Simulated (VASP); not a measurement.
Set up this calculation in VASP 6.6.1, as the native input.

| Item | Value |
| --- | --- |
| Task | single point |
| Functional | PBE |
| Potentials or basis | VASP PAW PBE potentials, release 64 (Al, In_d) |
| Cutoff | 520 eV |
| k mesh | 4 × 4 × 4 |
| Occupations | gaussian, width 0.1 eV |
| Spin | no spin polarisation |
| Dipole correction | no |
| Further INCAR settings | ALGO = Normal; EDIFF = 1e-06; NBANDS = 38 |

The structure of AlIn2 lies in POSCAR:

```
AlIn2
1.0
    0.0000000000      5.0047320659      5.0931048917
    2.8518769105      0.0000000000      5.0931048917
    2.8518769105      5.0047320659      0.0000000000
Al In
2 4
Direct
    0.2500000000      0.2500000000      0.2500000000
    0.7500000000      0.7500000000      0.7500000000
    0.6560976494      0.3439023506      0.6560976494
    0.8456151197      0.8456151197      0.1543848803
    0.1543848803      0.1543848803      0.8456151197
    0.3439023506      0.6560976494      0.3439023506
```

The input as run:

INCAR

```
SYSTEM = AlIn2
  PREC = Accurate
  ENCUT = 520
  EDIFF = 1E-6
  ISMEAR = 0
  SIGMA = 0.1
  LREAL = .FALSE.
  LASPH = .TRUE.
  NELM = 60
  ALGO = Normal
  ISIF = 2
  LWAVE = .FALSE.
  LCHARG = .TRUE.
  GGA = PE
  LELF = .TRUE.
  LVHAR = .TRUE.
  NBANDS = 38
```

KPOINTS

```
Automatic mesh
0
G
  4 4 4
  0 0 0
```

Potentials or basis: VASP PAW PBE potentials, release 64 (Al, In_d).

Command:

```sh
$ cat potpaw_PBE.64/Al/POTCAR potpaw_PBE.64/In_d/POTCAR > POTCAR
$ mpirun -np 1 vasp_std > vasp.out
```

It gave:

```yaml
Pressure: -0.2 GPa
Largest_force: 0.140 eV/Å
Band_gap_on_the_k_mesh: zero (band 29 reaches 8.36 eV, above the bottom of band 30 at 5.80 eV)
```

Caveat: spin-orbit coupling is left out, which moves the levels of the heavy elements.

It took 2.7 min on 1 thread of Intel(R) Xeon(R) Platinum 8375C CPU @ 2.90GHz (Ice Lake), with other jobs on the host, peak memory 0.37 GiB.
